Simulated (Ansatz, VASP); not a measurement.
Ag: VASP beside Ansatz

Contents of POSCAR:

```
Ag
1.0
    3.0488805539      0.0000000000      0.0000000000
   -1.5244402769      2.6404080128      0.0000000000
    0.0000000000      0.0000000000      4.9852386452
Ag
2
Direct
    0.3333333333      0.6666666667      0.2500000000
    0.6666666667      0.3333333333      0.7500000000
```

The input INCAR.step1:

```
SYSTEM = Ag
PREC = Accurate
ENCUT = 520
ISMEAR = 0
SIGMA = 0.15
LREAL = .FALSE.
LASPH = .TRUE.
NELM = 80
NBANDS = 18
GGA = PE
ALGO = Normal
EDIFF = 1E-4
LWAVE = .TRUE.
LCHARG = .FALSE.
```

Contents of INCAR.step2:

```
SYSTEM = Ag
PREC = Accurate
ENCUT = 520
EDIFF = 1E-6
ISMEAR = 0
SIGMA = 0.15
LREAL = .FALSE.
LASPH = .TRUE.
NELM = 80
ALGO = Normal
ISIF = 2
LWAVE = .FALSE.
LCHARG = .FALSE.
METAGGA = R2SCAN
LMIXTAU = .TRUE.
NBANDS = 18
ISTART = 1
```

The input KPOINTS:

```
regular mesh
0
G
  24 24 14
  0 0 0
```

Input for Ansatz:

```yaml
crystal:
  lattice:
    - [3.0488805539, 0.0, 0.0]
    - [-1.5244402769, 2.6404080128, 0.0]
    - [0.0, 0.0, 4.9852386452]
  atoms:
    - { symbol: Ag, position: [0.3333333333, 0.6666666667, 0.25] }
    - { symbol: Ag, position: [0.6666666667, 0.3333333333, 0.75] }
basis:
  ecutwfc: 500
kpoints:
  mp_grid: { grid: [24, 24, 14] }
hamiltonian:
  xc: r2scan
scf:
  occupations: { method: gaussian, width: 0.15 }
output:
  forces: true
  stress: true
  eigenvalues: true
```

Change from the starting cell: strain +0.050 along x and y, +0.050 along z, atoms carried along.

Alike in both runs: task single point; functional r2SCAN; k mesh 24 × 24 × 14; occupations gaussian, width 0.15 eV; no spin polarisation.

```csv
,VASP,Ansatz
version,VASP 6.6.1,Ansatz 0.2.0
potentials or method,"VASP PAW PBE potentials, release 64 (Ag), cutoff 520 eV","scalar-relativistic, plane waves, PAW"
valence electrons in the cell,22,38
```

```csv
,VASP,Ansatz,Ansatz less VASP
gap on the k mesh at the Fermi level (eV),none,none,-
pressure (GPa),-9.9,-9.9,+0.02
"traceless stress, the component that is largest in VASP (GPa)",0.25,0.25,0.000
```

VASP's potentials were made for PBE, not for r2SCAN. A gap of «none» marks a metal or a gap that the smearing closes. VASP's potentials hold 22 valence electrons a cell and Ansatz's 38, so a difference there can come from the potentials and not from the codes.
